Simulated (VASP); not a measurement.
# As (I2_13) in VASP: notebook

Runs on As. Level: PBE. Tasks: single point, relaxation of cell and atoms.

Everything below comes from runs of VASP 6.6.1. Logs are shortened: lines on timing, memory, paths and dates and some standing lists are left out, and cuts for length are marked.

## Step 1: The cell of the first run

Symmetry: I2_13, No. 199, cubic system. The conventional cell has a = 5.497 Å, b = 5.497 Å, c = 5.497 Å, α = 90.00°, β = 90.00°, γ = 90.00°. Within 2.8 Å of As (site symmetry 3) lie 3 As at 2.11 Å.

The cell was generated, and may not be a known phase.

## Step 2: Single point, PBE

INCAR reads:

```
SYSTEM = As
  PREC = Accurate
  ENCUT = 520
  EDIFF = 1E-7
  ISMEAR = 0
  SIGMA = 0.1
  LREAL = .FALSE.
  LASPH = .TRUE.
  NELM = 60
  ALGO = Normal
  ISIF = 2
  LWAVE = .FALSE.
  LCHARG = .TRUE.
  GGA = PE
  LELF = .TRUE.
  LVHAR = .TRUE.
  NBANDS = 18
```

KPOINTS reads:

```
regular mesh
0
G
  4 4 4
  0 0 0
```

POSCAR reads:

```
As
1.0
   -2.7483155000      2.7483155000      2.7483155000
    2.7483155000     -2.7483155000      2.7483155000
    2.7483155000      2.7483155000     -2.7483155000
As
4
Direct
    0.1433936700      0.1433936700      0.1433936700
    0.5000000000      0.0000000000      0.3566063300
    0.0000000000      0.3566063300      0.5000000000
    0.3566063300      0.5000000000      0.0000000000
```

Potentials or basis: VASP PAW PBE potentials, release 64 (As).

Run with:

```bash
cat potpaw_PBE.64/As/POTCAR > POTCAR
mpirun -np 1 vasp_std > vasp.out
```

OUTCAR:

```text
SYSTEM = As
   PREC = Accurate
   ENCUT = 520
   EDIFF = 1E-7
   ISMEAR = 0
   LREAL = .FALSE.
   LASPH = .TRUE.
   NELM = 60
   ISIF = 2
   GGA = PE

 ion  position               nearest neighbor table
   1  0.143  0.143  0.143-   2 2.11   3 2.11   4 2.11
   2  0.500  0.000  0.357-   1 2.11   3 2.11   4 2.11
   3  0.000  0.357  0.500-   1 2.11   4 2.11   2 2.11
   4  0.357  0.500  0.000-   1 2.11   2 2.11   3 2.11

  LATTYP: Found a body centered cubic cell.
 ALAT       =     5.4966310000

  Lattice vectors:

 A1 = (  -2.7483155000,   2.7483155000,   2.7483155000)
 A2 = (   2.7483155000,  -2.7483155000,   2.7483155000)
 A3 = (   2.7483155000,   2.7483155000,  -2.7483155000)

Analysis of symmetry for initial positions (statically):
=====================================================================
 Subroutine PRICEL returns:
 Original cell was already a primitive cell.

 Routine SETGRP: Setting up the symmetry group for a
 body centered cubic supercell.

 Subroutine GETGRP returns: Found 12 space group operations
 (whereof  3 operations were pure point group operations)
 out of a pool of 48 trial point group operations.

The static configuration has the point symmetry C_3 .
 The point group associated with its full space group is T   .

Analysis of symmetry for dynamics (positions and initial velocities):
=====================================================================
 Subroutine PRICEL returns:
 Original cell was already a primitive cell.

 Routine SETGRP: Setting up the symmetry group for a
 body centered cubic supercell.

 Subroutine GETGRP returns: Found 12 space group operations
 (whereof  3 operations were pure point group operations)
 out of a pool of 48 trial point group operations.

The dynamic configuration has the point symmetry C_3 .
 The point group associated with its full space group is T   .

 Subroutine INISYM returns: Found 12 space group operations
 (whereof  3 operations are pure point group operations),
 and found     1 'primitive' translations

----------------------------------------------------------------------------------------

                                     Primitive cell

  volume of cell :      83.0347

  direct lattice vectors                    reciprocal lattice vectors
    -2.748315500  2.748315500  2.748315500     0.000000000  0.181929622  0.181929622
     2.748315500 -2.748315500  2.748315500     0.181929622  0.000000000  0.181929622
     2.748315500  2.748315500 -2.748315500     0.181929622  0.181929622  0.000000000

  length of vectors
     4.760222081  4.760222081  4.760222081     0.257287339  0.257287339  0.257287339

  position of ions in fractional coordinates (direct lattice)
     0.143393670  0.143393670  0.143393670
     0.500000000  0.000000000  0.356606330
     0.000000000  0.356606330  0.500000000
     0.356606330  0.500000000  0.000000000

  ion indices of the primitive-cell ions
   primitive index   ion index
                 1           1
                 2           2
                 3           3
                 4           4

----------------------------------------------------------------------------------------

 KPOINTS: regular mesh

Automatic generation of k-mesh.
 Grid dimensions read from file:
 generate k-points for:    4    4    4

 Generating k-lattice:

  Cartesian coordinates                     Fractional coordinates (reciprocal lattice)
     0.000000000  0.045482405  0.045482405     0.250000000  0.000000000  0.000000000
     0.045482405  0.000000000  0.045482405     0.000000000  0.250000000  0.000000000
     0.045482405  0.045482405  0.000000000     0.000000000  0.000000000  0.250000000

  Length of vectors
     0.064321835  0.064321835  0.064321835

  Shift w.r.t. Gamma in fractional coordinates (k-lattice)
     0.000000000  0.000000000  0.000000000

 Subroutine IBZKPT returns following result:
 ===========================================

 Found      8 irreducible k-points:

 Following reciprocal coordinates:
            Coordinates               Weight
  0.000000  0.000000  0.000000      1.000000
  0.250000  0.000000  0.000000     12.000000
  0.500000  0.000000  0.000000      6.000000
  0.250000  0.250000  0.000000     24.000000
  0.250000  0.250000  0.250000      2.000000
 -0.250000  0.250000  0.250000      6.000000
  0.500000  0.500000  0.250000     12.000000
  0.500000  0.500000  0.500000      1.000000
   k-points           NKPTS =      8   k-points in BZ     NKDIM =      8   number of bands    NBANDS=     18
   number of dos      NEDOS =    301   number of ions     NIONS =      4
   total plane-waves  NPLWV =  46656
   dimension x,y,z NGX =    36 NGY =   36 NGZ =   36
   dimension x,y,z NGXF=    72 NGYF=   72 NGZF=   72
   ions per type =               4
   NGX,Y,Z   is equivalent  to a cutoff of  12.57, 12.57, 12.57 a.u.
   NGXF,Y,Z  is equivalent  to a cutoff of  25.15, 25.15, 25.15 a.u.
 SYSTEM =  As
   PREC   = accura    normal or accurate (medium, high low for compatibility)
   ISTART =      0    job   : 0-new  1-cont  2-samecut
   ICHARG =      2    charge: 1-file 2-atom 10-const
   ISPIN  =      1    spin polarized calculation?
   LNONCOLLINEAR =      F non collinear calculations
   LSORBIT =      F    spin-orbit coupling
   LASPH  =      T    aspherical Exc in radial PAW
   ENCUT  =  520.0 eV  38.22 Ry    6.18 a.u.   8.85  8.85  8.85*2*pi/ulx,y,z
   NELM   =     60;   NELMIN=  2; NELMDL= -5     # of ELM steps
   EDIFF  = 0.1E-06   stopping-criterion for ELM
   LREAL  =      F    real-space projection
   EDIFFG = 0.1E-05   stopping-criterion for IOM
   NSW    =      0    number of steps for IOM
   IBRION =     -1    ionic relax: 0-MD 1-quasi-New 2-CG
   NFREE  =      0    steps in history (QN), initial steepest desc. (CG)
   ISIF   =      2    stress and relaxation
   ISYM   =      2    0-nonsym 1-usesym 2-fastsym
   POTIM  = 0.5000    time-step for ionic-motion
   TEBEG  =    0.0;   TEEND  =   0.0 temperature during run
   PSTRESS=    0.0 pullay stress
   NELECT =      20.0000    total number of electrons
   NUPDOWN=      -1.0000    fix difference up-down
   EMIN   =  10.00;   EMAX   =-10.00  energy-range for DOS
   EFERMI =   0.00;   METHOD = LEGACY
   ISMEAR =     0;   SIGMA  =   0.10  broadening in eV -4-tet -1-fermi 0-gaus
   EFERMI_NEDOS =   21; number of points for ismear=-14 and -15
   IALGO  =     38    algorithm
   IMIX   =      4    mixing-type and parameters
     AMIX     =   0.40;   BMIX     =  1.00
     AMIX_MAG =   1.60;   BMIX_MAG =  1.00
  volume/ion in A,a.u.               =      20.76       140.09
  Fermi-wavevector in a.u.,A,eV,Ry     =   1.018587  1.924851 14.116317  1.037520
  Thomas-Fermi vector in A             =   2.152053
   LORBIT       =      0    0 simple, 1 ext, 2 COOP (PROOUT), +10 PAW based schemes
   GGA     = PE    functional components
   LHFCALC =     F    Hartree Fock is set to
   AEXX    =    0.0000 exact exchange contribution
   IVDW    =     0    specifies the selected vdW correction
   LEPSILON=     F    determine dielectric tensor
   LRPA    =     F    only Hartree local field effects (RPA)
 non-spin polarized calculation
 Gauss-broadening in eV      SIGMA  =   0.10
  energy-cutoff  :      520.00
  volume of cell :       83.03
 maximum number of plane-waves:      2243
   NGX = 17   NGY = 17   NGZ = 17

 number of electron      20.0000001 magnetization

 Free energy of the ion-electron system (eV)
  ---------------------------------------------------
  ext. energy  EPLUGINS =         0.00000000
  ---------------------------------------------------
  free energy    TOTEN  =       -12.68330478 eV

  energy without entropy =      -12.68330478  energy(sigma->0) =      -12.68330478

 E-fermi :   5.3678     XC(G=0):  -9.6948

 val. band max:        4.8944652287   @ k =   0.2500   0.0000   0.0000
 cond. band min:       6.3288422652   @ k =   0.2500   0.0000   0.0000
 fundamental gap:      1.4343770365
 Fermi energy:         5.3678356138

 k-point     1 :       0.0000    0.0000    0.0000
  band No.  band energies     occupation
      1     -11.9002      2.00000
      2      -5.3894      2.00000
      3      -5.3894      2.00000
      4      -5.3894      2.00000
      5      -0.8448      2.00000
      6      -0.8448      2.00000
[... 10 lines left out ...]
     17      13.1822      0.00000
     18      13.8680      0.00000

 k-point     2 :       0.2500    0.0000    0.0000
  band No.  band energies     occupation
      1     -11.4854      2.00000
      2      -7.6560      2.00000
      3      -5.6301      2.00000
      4      -3.7211      2.00000
      5      -0.9957      2.00000
      6      -0.6376      2.00000
[... 10 lines left out ...]
     17      12.6574      0.00000
     18      13.5273      0.00000

 k-point     3 :       0.5000    0.0000    0.0000
  band No.  band energies     occupation
      1     -10.7554      2.00000
      2      -9.0799      2.00000
      3      -5.8448      2.00000
      4      -3.3106      2.00000
      5      -1.0879      2.00000
      6      -0.7853      2.00000
[... 10 lines left out ...]
     17      12.2385      0.00000
     18      12.5624      0.00000

 k-point     4 :       0.2500    0.2500    0.0000
  band No.  band energies     occupation
      1     -10.7809      2.00000
      2      -8.9938      2.00000
      3      -5.9776      2.00000
      4      -3.4403      2.00000
      5      -1.0968      2.00000
      6       0.0306      2.00000
[... 10 lines left out ...]
     17      12.2324      0.00000
     18      13.4158      0.00000

 k-point     5 :       0.2500    0.2500    0.2500
  band No.  band energies     occupation
      1     -10.0328      2.00000
      2     -10.0328      2.00000
      3      -4.9607      2.00000
      4      -4.9607      2.00000
      5       0.3629      2.00000
      6       0.3629      2.00000
[... 10 lines left out ...]
     17      13.2735      0.00000
     18      13.2758      0.00000

 k-point     6 :      -0.2500    0.2500    0.2500
  band No.  band energies     occupation
      1     -11.0736      2.00000
      2      -8.0527      2.00000
      3      -6.8305      2.00000
      4      -2.4874      2.00000
      5      -1.6251      2.00000
      6      -0.1522      2.00000
[... 10 lines left out ...]
     17      12.4231      0.00000
     18      12.7511      0.00000

 k-point     7 :       0.5000    0.5000    0.2500
  band No.  band energies     occupation
      1     -10.3124      2.00000
      2      -9.0687      2.00000
      3      -7.2586      2.00000
      4      -1.9778      2.00000
      5      -1.8127      2.00000
      6      -0.3345      2.00000
[... 10 lines left out ...]
     17      12.8294      0.00000
     18      13.3783      0.00000

 k-point     8 :       0.5000    0.5000    0.5000
  band No.  band energies     occupation
      1      -9.0617      2.00000
      2      -9.0617      2.00000
      3      -9.0617      2.00000
      4      -1.4624      2.00000
      5      -1.4624      2.00000
      6      -1.4624      2.00000
[... 10 lines left out ...]
     17      15.2564      0.00000
     18      15.2601      0.00000

------------------------ aborting loop because EDIFF is reached ----------------------------------------

  FORCE on cell =-STRESS in cart. coord.  units (eV):
  Direction    XX          YY          ZZ          XY          YZ          ZX
  --------------------------------------------------------------------------------------
  -------------------------------------------------------------------------------------
  Total       24.9813204     24.9813204     24.9813204     -0.0000000      0.0000000      0.0000000
  in kB      482.0212877    482.0212877    482.0212877     -0.0000000      0.0000000      0.0000000
  external PRESSURE =     482.0212877 kB  Pullay stress =       0.0000000 kB

 VOLUME and BASIS-vectors are now :
 -----------------------------------------------------------------------------
  energy-cutoff  :      520.00
  volume of cell :       83.03
      direct lattice vectors                 reciprocal lattice vectors
    -2.748315500  2.748315500  2.748315500     0.000000000  0.181929622  0.181929622
     2.748315500 -2.748315500  2.748315500     0.181929622  0.000000000  0.181929622
     2.748315500  2.748315500 -2.748315500     0.181929622  0.181929622  0.000000000

 POSITION                                       TOTAL-FORCE (eV/Angst)
 -----------------------------------------------------------------------------------
      0.39409      0.39409      0.39409        -3.471930     -3.471930     -3.471930
     -0.39409      2.35422      0.39409         3.471930      3.471930     -3.471930
      2.35422      0.39409     -0.39409         3.471930     -3.471930      3.471930
      0.39409     -0.39409      2.35422        -3.471930      3.471930      3.471930
 -----------------------------------------------------------------------------------
    total drift:                                0.000000      0.000000      0.000000

  FREE ENERGIE OF THE ION-ELECTRON SYSTEM (eV)
  ---------------------------------------------------
  free  energy   TOTEN  =       -12.6833047775 eV

  energy  without entropy=      -12.6833047774  energy(sigma->0) =      -12.68330478
```

It took 8.8 s on 1 thread of AMD EPYC 9R45 (Zen 5), shared host; peak memory 0.16 GiB.

What came out:

* Free energy: -12.6833 eV
* Pressure: 48.2 GPa
* Largest force: 6.014 eV/Å
* Band gap on the k mesh: 1.43 eV

Forces in eV/Å, atoms in the order of the input:
```
As  -3.472 -3.472 -3.472
As   3.472  3.472 -3.472
As   3.472 -3.472  3.472
As  -3.472  3.472  3.472
```

Levels at points of the mesh, in eV from the valence-band top:
| k point | band 7 | band 8 | band 9 | band 10 | band 11 | band 12 | band 13 | band 14 |
| --- | --- | --- | --- | --- | --- | --- | --- | --- |
| (0.00, 0.00, 0.00) | -3.04 | -3.04 | -3.04 | -0.88 | 1.95 | 1.95 | 1.95 | 7.37 |
| (0.50, 0.00, 0.00) | -2.70 | -1.62 | -1.55 | -0.39 | 2.57 | 3.16 | 3.79 | 5.00 |
| (0.50, 0.50, 0.50) | -2.72 | -0.79 | -0.79 | -0.79 | 3.09 | 3.55 | 3.55 | 3.55 |

Caveat: the cell stands under pressure; forces of over 1 eV/Å act on the atoms, so gaps and moduli don't describe the material at rest. A k mesh can miss the band edges.

(Part 1 of 2 ends here.)
